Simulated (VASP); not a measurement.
Here is a VASP 6.6.1 calculation.

The input INCAR:

```
SYSTEM = KI
PREC = Accurate ; ENCUT = 520
EDIFF = 1E-7 ; ISMEAR = 0
SIGMA = 0.05 ; LREAL = .False.
LASPH = .True. ; NELM = 80
ALGO = Normal ; ISIF = 2
LWAVE = .False. ; LCHARG = .True.
GGA = PE ; LELF = .True.
LVHAR = .True. ; NBANDS = 15
```

The input KPOINTS:

```
regular mesh
0
Gamma
  6 6 6
  0 0 0
```

POSCAR

```
KI
1.0
    0.0000000000      3.3483225000      3.3483225000
    3.3483225000      0.0000000000      3.3483225000
    3.3483225000      3.3483225000      0.0000000000
K I
1 1
Direct
    0.0000000000      0.0000000000      0.0000000000
    0.5000000000      0.5000000000      0.5000000000
```

Potentials or basis: VASP PAW PBE potentials, release 64 (K_sv, I).

The run is started by

```bash
$ cat potpaw_PBE.64/K_sv/POTCAR potpaw_PBE.64/I/POTCAR > POTCAR
$ mpirun -np 1 vasp_std > vasp.out
```

Task: Predict the band gap on the k mesh.

Result: 4.38 eV, direct.

Task: Estimate the pressure.

Result: 3.7 GPa.

Caveat: the cell differs from its parent crystal (strain -0.050 along x and y, -0.050 along z); spin-orbit coupling is left out, which moves the levels of the heavy elements. A k mesh can miss the band edges.
